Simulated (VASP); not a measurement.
Crystal: BN.

```
B N
1.0
     2.50084    0.00000    0.00000
    -1.25042    2.16579    0.00000
     0.00000    0.00000    6.89313
B N
2 2
Direct
  0.33333 0.66667 0.25000
  0.66667 0.33333 0.75000
  0.66667 0.33333 0.25000
  0.33333 0.66667 0.75000
```

Base run:

```yaml
Program: VASP 6.6.1
Functional: PBE
Potentials_or_basis: VASP PAW PBE potentials, release 64 (B, N)
Cutoff: 520 eV
k_mesh: 9 × 9 × 4
Occupations: gaussian, width 0.01 eV
Spin: no spin polarisation
```

Its results: band gap on the k mesh 4.45 eV, indirect (least direct gap 4.66 eV); pressure 3.9 GPa.

Q: The run is repeated on the same cell with these changes: k mesh from 9 × 9 × 4 to 6 × 6 × 2; further incar settings from ALGO = Normal; EDIFF = 1e-07; NBANDS = 16 to ALGO = Normal; EDIFF = 1e-06; NBANDS = 16. What comes out?

A: Band gap on the k mesh 4.34 eV, indirect (least direct gap 4.66 eV); pressure 3.9 GPa.

Caveats: some runs use coarse meshes; this functional lacks dispersion, which binds the layers, so the pressure and a relaxed spacing across them are unreliable.

A k mesh can miss the band edges.
